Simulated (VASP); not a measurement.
**Ca: relaxation of cell and atoms with PBE**

The system is Ca.

```
Ca
1.0
     0.00000    2.79420    2.79420
     2.79420    0.00000    2.79420
     2.79420    2.79420    0.00000
Ca
1
Direct
  0.00000 0.00000 0.00000
```

```yaml
Program: VASP 6.6.1
Task: relaxation of cell and atoms
Functional: PBE
Potentials_or_basis: VASP PAW PBE potentials, release 64 (Ca_sv)
Cutoff: 600 eV
k_mesh: 8 × 8 × 8
Occupations: fermi-dirac, width 0.05 eV
Spin: no spin polarisation
Target_pressure: 20 GPa
Dipole_correction: no
Further_INCAR_settings: ALGO = Normal; EDIFF = 1e-07; IBRION = 2; EDIFFG = -0.02; NSW = 80; ISIF = 3
```

The relaxed volume is 25.20 Å³/atom and the relaxed cell is a = 3.291 Å, b = 3.291 Å, c = 3.291 Å, α = 60.00°, β = 60.00°, γ = 60.00°. The space group after relaxing (to 0.1 Å) is Fm-3m (No. 225), the energy change on relaxing (the run minimises the enthalpy) is +735.2 meV/atom and the ionic steps are 4. The pressure after relaxing is 20.0 GPa.

The path:
```tsv
step	energy change (eV)	largest force (eV/Å)	pressure (GPa)	volume (Å³)
1	0.0000	0.0000	-0.53	43.63
2	2.5417	0.0000	56.58	16.99
3	0.6974	0.0000	19.20	25.51
4	0.7352	0.0000	20.03	25.20
```

Final structure:
```cif
data_structure
_symmetry_space_group_name_H-M 'P 1'
_symmetry_Int_Tables_number 1
_cell_length_a 3.2908
_cell_length_b 3.2908
_cell_length_c 3.2908
_cell_angle_alpha 60.000
_cell_angle_beta 60.000
_cell_angle_gamma 60.000
_cell_volume 25.20
loop_
_atom_site_label
_atom_site_type_symbol
_atom_site_fract_x
_atom_site_fract_y
_atom_site_fract_z
_atom_site_occupancy
Ca1 Ca 0.00000 0.00000 0.00000 1
```

Levels at points of the mesh, in eV from the Fermi level:
| k point | band 1 | band 2 | band 3 | band 4 | band 5 | band 6 | band 7 | band 8 | band 9 |
| --- | --- | --- | --- | --- | --- | --- | --- | --- | --- |
| (0.00, 0.00, 0.00) | -41.00 | -21.66 | -21.66 | -21.66 | -4.73 | 2.95 | 2.95 | 2.95 | 4.85 |
| (0.50, 0.00, 0.00) | -40.87 | -22.44 | -21.76 | -21.76 | -1.26 | 0.84 | 2.73 | 2.73 | 6.10 |
| (0.50, 0.50, 0.00) | -40.83 | -22.38 | -21.93 | -21.93 | -1.23 | 0.03 | 2.68 | 6.10 | 6.44 |

Wall time 66 s on 1 thread of Intel Xeon 8259CL, on a shared host, peak memory 0.19 GiB.

Caveat: the cell is relaxed towards a set pressure, so the run minimises the enthalpy, not the energy; the volume moved by over 15 % at a fixed basis, so the end points are rough.
